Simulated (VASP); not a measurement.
Write the native input for VASP 6.6.1 that does the following.

```yaml
Task: single point
Functional: PBE
Potentials_or_basis: VASP PAW PBE potentials, release 64 (Hf_pv, N, O)
Cutoff: 520 eV
k_mesh: 6 × 6 × 6
Occupations: gaussian, width 0.2 eV
Spin: no spin polarisation
Dipole_correction: no
Further_INCAR_settings: ALGO = Normal; EDIFF = 1e-06; NBANDS = 37
```

The structure of Hf4N2O lies in POSCAR:

```
Hf4N2O
1.0
    1.6246305866      0.9379809065     10.3922519330
   -1.6246305866      0.9379809065     10.3922519330
    0.0000000000     -1.8759618130     10.3922519330
Hf N O
4 2 1
Direct
    0.8749666886      0.8749666886      0.8749666886
    0.1250333114      0.1250333114      0.1250333114
    0.7125686872      0.7125686872      0.7125686872
    0.2874313128      0.2874313128      0.2874313128
    0.5831413944      0.5831413944      0.5831413944
    0.4168586056      0.4168586056      0.4168586056
    0.0000000000      0.0000000000      0.0000000000
```

One way to write it, as run:

INCAR

```
SYSTEM = Hf4N2O
PREC = Accurate
ENCUT = 520
EDIFF = 1E-6
ISMEAR = 0
SIGMA = 0.2
LREAL = .FALSE.
LASPH = .TRUE.
NELM = 60
ALGO = Normal
ISIF = 2
LWAVE = .FALSE.
LCHARG = .FALSE.
GGA = PE
NBANDS = 37
```

KPOINTS

```
Automatic mesh
0
G
  6 6 6
  0 0 0
```

Potentials or basis: VASP PAW PBE potentials, release 64 (Hf_pv, N, O).

Command:

```sh
$ cat potpaw_PBE.64/Hf_pv/POTCAR potpaw_PBE.64/N/POTCAR potpaw_PBE.64/O/POTCAR > POTCAR
$ mpirun -np 1 vasp_std > vasp.out
```

It gave:

| Quantity | Value |
| --- | --- |
| Pressure | -2.1 GPa |
| Largest force | 0.106 eV/Å |
| Band gap on the k mesh | zero (bands 28 and 29 overlap by 0.48 eV) |

Caveat: the k points lie up to 0.37 Å⁻¹ apart; spin-orbit coupling is left out, which moves the levels of the heavy elements.

It took 12 min on 1 thread of Intel(R) Xeon(R) 6975P-C (Granite Rapids) (shared host), peak memory 0.92 GiB.
